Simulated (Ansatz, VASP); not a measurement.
**One calculation of TlWF6, two programs**

```
Tl W F
1.0
     0.00000    4.77164    4.77164
     4.77164    0.00000    4.77164
     4.77164    4.77164    0.00000
Tl W F
1 1 6
Cartesian
  4.7716 4.7716 4.7716
  0.0000 0.0000 0.0000
  1.9138 4.7716 4.7716
  7.6294 4.7716 4.7716
  4.7716 1.9138 4.7716
  4.7716 7.6294 4.7716
  4.7716 4.7716 1.9138
  4.7716 4.7716 7.6294
```

Alike in both runs: task single point; functional PBE; k mesh 4 × 4 × 4; occupations gaussian, width 0.2 eV; collinear spin.

|  | VASP | Ansatz |
| --- | --- | --- |
| version | VASP 6.6.1 | Ansatz 0.2.0 |
| potentials or method | VASP PAW PBE potentials, release 64 (Tl_d, W_sv, F), cutoff 520 eV | scalar-relativistic, plane waves, PAW |
| valence electrons in the cell | 69 | 69 |

|  | VASP | Ansatz | Ansatz less VASP |
| --- | --- | --- | --- |
| pressure (GPa) | 0.6 | 0.0 | -0.59 |
| rms of the force components (eV/Å) | 0.145 | 0.000 | -0.1448 |
| net moment per atom (μB) | 0.12 | 0.12 | 0.000 |
| size of the moment on the site where the two differ most (μB) | 0.80 | 0.44 | -0.354 |

Site moments also hang on the region over which each program counts them. Atom by atom the forces differ by 0.145 eV/Å (rms over components).

Neither program's run includes spin-orbit coupling.
